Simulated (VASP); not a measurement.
# NaF (Cm) in VASP: settings compared, part 2 of 2

VASP 6.6.1. Earlier steps stand in the parts before.

## 5. Single point, PBE (14.93 Å³/atom)

This run uses another cell than the first one, of 14.93 Å³/atom.

Contents of INCAR:

```
ALGO     = Normal         # electronic algorithm
EDIFF    = 1E-6           # SCF threshold, eV
ENCUT    = 520            # plane-wave cutoff, eV
GGA      = PE             # functional
ISIF     = 2              # what is computed and relaxed
ISMEAR   = 0              # smearing method
LASPH    = True           # aspherical terms in the spheres
LCHARG   = True           # write CHGCAR
LELF     = True           # ELF
LREAL    = False          # projectors in reciprocal space
LVHAR    = True         
LWAVE    = False          # write WAVECAR
NBANDS   = 30             # bands
NELM     = 100            # most SCF steps
PREC     = Accurate       # precision mode
SIGMA    = 0.02           # smearing width, eV
```

Contents of KPOINTS:

```
k-points
0
Gamma
  6 6 8
```

Contents of POSCAR:

```
NaF
1.0
    3.2556833862     -5.0258982900     -0.0017938352
    3.2556833862      5.0258982900     -0.0017938352
   -1.4749918777      0.0000000000      2.7374260177
Na F
3 3
Direct
    0.3036499012      0.9948981558      0.3985470344
    0.6649613732      0.6649613732      0.9154957565
    0.9948981558      0.3036499012      0.3985470344
    0.6958909959      0.0045239694      0.6008941421
    0.3358366045      0.3358366045      0.0855158904
    0.0045239694      0.6958909959      0.6008941421
```

Potentials or basis: VASP PAW PBE potentials, release 64 (Na_pv, F).

Command:

```sh
$ cat potpaw_PBE.64/Na_pv/POTCAR potpaw_PBE.64/F/POTCAR > POTCAR
$ mpirun -np 1 vasp_std > vasp.out
```

OUTCAR:

```text
EDIFF = 1E-6
   ENCUT = 520
   GGA = PE
   ISIF = 2
   ISMEAR = 0
   LASPH = True
   LREAL = False
   NELM = 100
   PREC = Accurate

 ion  position               nearest neighbor table
   1  0.304  0.995  0.399-   4 2.24   6 2.31   6 2.31
   2  0.665  0.665  0.915-
   3  0.995  0.304  0.399-   6 2.24   4 2.31   4 2.31
   4  0.696  0.005  0.601-   1 2.24   3 2.31   3 2.31
   5  0.336  0.336  0.086-
   6  0.005  0.696  0.601-   3 2.24   1 2.31   1 2.31

  LATTYP: Found a base centered monoclinic cell.
 ALAT       =     6.5113677608
 B/A-ratio  =     1.5437304341
 C/A-ratio  =     0.4775522013
 COS(beta)  =    -0.4748324122

  Lattice vectors:

 A1 = (   3.2556833862,  -5.0258982900,  -0.0017938352)
 A2 = (   3.2556833862,   5.0258982900,  -0.0017938352)
 A3 = (  -1.4749918777,   0.0000000000,   2.7374260177)

Analysis of symmetry for initial positions (statically):
=====================================================================
 Subroutine PRICEL returns:
 Original cell was already a primitive cell.

 Routine SETGRP: Setting up the symmetry group for a
 base centered monoclinic supercell.

 Subroutine GETGRP returns: Found  2 space group operations
 (whereof  2 operations were pure point group operations)
 out of a pool of  4 trial point group operations.

The static configuration has the point symmetry C_1h.

Analysis of symmetry for dynamics (positions and initial velocities):
=====================================================================
 Subroutine PRICEL returns:
 Original cell was already a primitive cell.

 Routine SETGRP: Setting up the symmetry group for a
 base centered monoclinic supercell.

 Subroutine GETGRP returns: Found  2 space group operations
 (whereof  2 operations were pure point group operations)
 out of a pool of  4 trial point group operations.

The dynamic configuration has the point symmetry C_1h.

 Subroutine INISYM returns: Found  2 space group operations
 (whereof  2 operations are pure point group operations),
 and found     1 'primitive' translations

----------------------------------------------------------------------------------------

                                     Primitive cell

  volume of cell :      89.5569

  direct lattice vectors                    reciprocal lattice vectors
     3.255683386 -5.025898290 -0.001793835     0.153623196 -0.099484703  0.082775923
     3.255683386  5.025898290 -0.001793835     0.153623196  0.099484703  0.082775923
    -1.474991878  0.000000000  2.737426018     0.000201339  0.000000000  0.365415162

  length of vectors
     5.988249423  5.988249423  3.109518008     0.200870968  0.200870968  0.365415218

  position of ions in fractional coordinates (direct lattice)
     0.303649901  0.994898156  0.398547034
     0.664961373  0.664961373  0.915495757
     0.994898156  0.303649901  0.398547034
     0.695890996  0.004523969  0.600894142
     0.335836605  0.335836605  0.085515890
     0.004523969  0.695890996  0.600894142

  ion indices of the primitive-cell ions
   primitive index   ion index
                 1           1
                 2           2
                 3           3
                 4           4
[... 28 lines left out ...]

 Following reciprocal coordinates:
            Coordinates               Weight
  0.000000  0.000000  0.000000      1.000000
  0.166667  0.000000  0.000000      4.000000
  0.333333 -0.000000  0.000000      4.000000
  0.500000  0.000000  0.000000      2.000000
  0.166667  0.166667  0.000000      2.000000
  0.333333  0.166667  0.000000      4.000000
[... 16 lines left out ...]
 -0.333333  0.166667  0.125000      4.000000
 -0.166667  0.166667  0.125000      4.000000
 [... further k-points ...]
   k-points           NKPTS =     89   k-points in BZ     NKDIM =     89   number of bands    NBANDS=     30
   number of dos      NEDOS =    301   number of ions     NIONS =      6
   total plane-waves  NPLWV =  55296
   dimension x,y,z NGX =    48 NGY =   48 NGZ =   24
   dimension x,y,z NGXF=    96 NGYF=   96 NGZF=   48
   ions per type =               3   3
   NGX,Y,Z   is equivalent  to a cutoff of  13.33, 13.33, 12.83 a.u.
   NGXF,Y,Z  is equivalent  to a cutoff of  26.65, 26.65, 25.66 a.u.
 SYSTEM =  unknown system
   PREC   = accura    normal or accurate (medium, high low for compatibility)
   ISTART =      0    job   : 0-new  1-cont  2-samecut
   ICHARG =      2    charge: 1-file 2-atom 10-const
   ISPIN  =      1    spin polarized calculation?
   LNONCOLLINEAR =      F non collinear calculations
   LSORBIT =      F    spin-orbit coupling
   LASPH  =      T    aspherical Exc in radial PAW
   ENCUT  =  520.0 eV  38.22 Ry    6.18 a.u.  11.13 11.13  5.78*2*pi/ulx,y,z
   NELM   =    100;   NELMIN=  2; NELMDL= -5     # of ELM steps
   EDIFF  = 0.1E-05   stopping-criterion for ELM
   LREAL  =      F    real-space projection
   EDIFFG = 0.1E-04   stopping-criterion for IOM
   NSW    =      0    number of steps for IOM
   IBRION =     -1    ionic relax: 0-MD 1-quasi-New 2-CG
   NFREE  =      0    steps in history (QN), initial steepest desc. (CG)
   ISIF   =      2    stress and relaxation
   ISYM   =      2    0-nonsym 1-usesym 2-fastsym
   POTIM  = 0.5000    time-step for ionic-motion
   TEBEG  =    0.0;   TEEND  =   0.0 temperature during run
   PSTRESS=    0.0 pullay stress
   NELECT =      42.0000    total number of electrons
   NUPDOWN=      -1.0000    fix difference up-down
   EMIN   =  10.00;   EMAX   =-10.00  energy-range for DOS
   EFERMI =   0.00;   METHOD = LEGACY
   ISMEAR =     0;   SIGMA  =   0.02  broadening in eV -4-tet -1-fermi 0-gaus
   EFERMI_NEDOS =   21; number of points for ismear=-14 and -15
   IALGO  =     38    algorithm
   IMIX   =      4    mixing-type and parameters
     AMIX     =   0.40;   BMIX     =  1.00
     AMIX_MAG =   1.60;   BMIX_MAG =  1.00
  volume/ion in A,a.u.               =      14.93       100.73
  Fermi-wavevector in a.u.,A,eV,Ry     =   1.271915  2.403571 22.011074  1.617768
  Thomas-Fermi vector in A             =   2.404822
   LORBIT       =      0    0 simple, 1 ext, 2 COOP (PROOUT), +10 PAW based schemes
   GGA     = PE    functional components
   LHFCALC =     F    Hartree Fock is set to
   AEXX    =    0.0000 exact exchange contribution
   IVDW    =     0    specifies the selected vdW correction
   LEPSILON=     F    determine dielectric tensor
   LRPA    =     F    only Hartree local field effects (RPA)
 non-spin polarized calculation
 Gauss-broadening in eV      SIGMA  =   0.02
  energy-cutoff  :      520.00
  volume of cell :       89.56
 maximum number of plane-waves:      2435
 NGX is ok and might be reduce to    48
   NGX = 23   NGY = 23   NGZ = 11

 number of electron      42.0000008 magnetization

 Free energy of the ion-electron system (eV)
  ---------------------------------------------------
  ext. energy  EPLUGINS =         0.00000000
  ---------------------------------------------------
  free energy    TOTEN  =       -25.13592425 eV

  energy without entropy =      -25.13592425  energy(sigma->0) =      -25.13592425

 E-fermi :  -2.4643     XC(G=0):  -8.2459

 val. band max:       -2.5554544001   @ k =   0.5000   0.5000   0.0000
 cond. band min:       2.6489956885   @ k =   0.0000   0.0000   0.0000
 fundamental gap:      5.2044500885
 Fermi energy:        -2.4642847088

 k-point     1 :       0.0000    0.0000    0.0000
  band No.  band energies     occupation
      1     -22.6191      2.00000
      2     -22.6182      2.00000
      3     -22.3517      2.00000
      4     -22.3121      2.00000
      5     -22.2661      2.00000
      6     -22.2571      2.00000
[... 781 lines left out ...]
     29      13.2507      0.00000
     30      14.2695      0.00000

 [... further k-points ...]

------------------------ aborting loop because EDIFF is reached ----------------------------------------

  FORCE on cell =-STRESS in cart. coord.  units (eV):
  Direction    XX          YY          ZZ          XY          YZ          ZX
  --------------------------------------------------------------------------------------
  -------------------------------------------------------------------------------------
  Total       -1.1938165     -1.1901814     -1.2152972      0.0000000      0.0000000     -0.0000011
  in kB      -21.3574244    -21.2923925    -21.7417139      0.0000000      0.0000000     -0.0000190
  external PRESSURE =     -21.4638436 kB  Pullay stress =       0.0000000 kB

 VOLUME and BASIS-vectors are now :
 -----------------------------------------------------------------------------
  energy-cutoff  :      520.00
  volume of cell :       89.56
      direct lattice vectors                 reciprocal lattice vectors
     3.255683386 -5.025898290 -0.001793835     0.153623196 -0.099484703  0.082775923
     3.255683386  5.025898290 -0.001793835     0.153623196  0.099484703  0.082775923
    -1.474991878  0.000000000  2.737426018     0.000201339  0.000000000  0.365415162

 POSITION                                       TOTAL-FORCE (eV/Angst)
 -----------------------------------------------------------------------------------
      3.63981      3.47414      1.08866        -0.002462      0.005090     -0.001090
      2.97946      0.00000      2.50372        -0.004708     -0.000000     -0.002686
      3.63981     -3.47414      1.08866        -0.002462     -0.005090     -0.001090
      1.39402     -3.47474      1.64365         0.003271     -0.005202      0.001483
      2.06062      0.00000      0.23289         0.003091     -0.000000      0.001898
      1.39402      3.47474      1.64365         0.003271      0.005202      0.001483
 -----------------------------------------------------------------------------------
    total drift:                               -0.000075     -0.000000     -0.000441

  FREE ENERGIE OF THE ION-ELECTRON SYSTEM (eV)
  ---------------------------------------------------
  free  energy   TOTEN  =       -25.1359242482 eV

  energy  without entropy=      -25.1359242482  energy(sigma->0) =      -25.13592425
```

Wall time 71 s (1 thread of Intel Xeon 6975P-C (Granite Rapids), shared host); peak memory 0.33 GiB.

Results:

```yaml
Free_energy: -25.1359 eV
Pressure: -2.1 GPa
Largest_force: 0.006 eV/Å
Band_gap_on_the_k_mesh: 5.20 eV (least direct gap 5.23 eV)
```

Forces in eV/Å, atoms in the order of the input:
```
Na  -0.002  0.005 -0.001
Na  -0.005  0.000 -0.003
Na  -0.002 -0.005 -0.001
F    0.003 -0.005  0.001
F    0.003  0.000  0.002
F    0.003  0.005  0.001
```

## 6. The runs side by side

| level | potentials or basis | cell | gap on the mesh (eV) | pressure (GPa) | largest force (eV/Å) |
| --- | --- | --- | --- | --- | --- |
| PBE | VASP PAW PBE potentials, release 64 (Na_pv, F) | a = 5.863, b = 5.863, c = 3.053 Å, angles 105.0, 105.0, 113.9°, 6 atoms | 5.42 | -0.1 | 0.01 |
| LDA | VASP PAW LDA potentials, release 64 (Na_pv, F) | a = 5.863, b = 5.863, c = 3.053 Å, angles 105.0, 105.0, 113.9°, 6 atoms | 5.10 | -5.2 | 0.06 |
| PBE | VASP PAW PBE potentials, release 64 (Na_pv, F) | a = 5.926, b = 5.926, c = 3.081 Å, angles 105.0, 105.0, 114.0°, 6 atoms | 5.30 | -1.2 | 0.01 |
| PBE | VASP PAW PBE potentials, release 64 (Na_pv, F) | a = 5.988, b = 5.988, c = 3.110 Å, angles 105.0, 105.0, 114.1°, 6 atoms | 5.20 | -2.1 | 0.01 |

Alike in all rows: task single point; no spin polarisation; k mesh 6 × 6 × 8; cutoff (eV) 520; smearing gaussian 0.02 eV.

Caveats: the cell stands under tension (at least some runs).

Absolute energies hang on the potentials; compare differences alone.
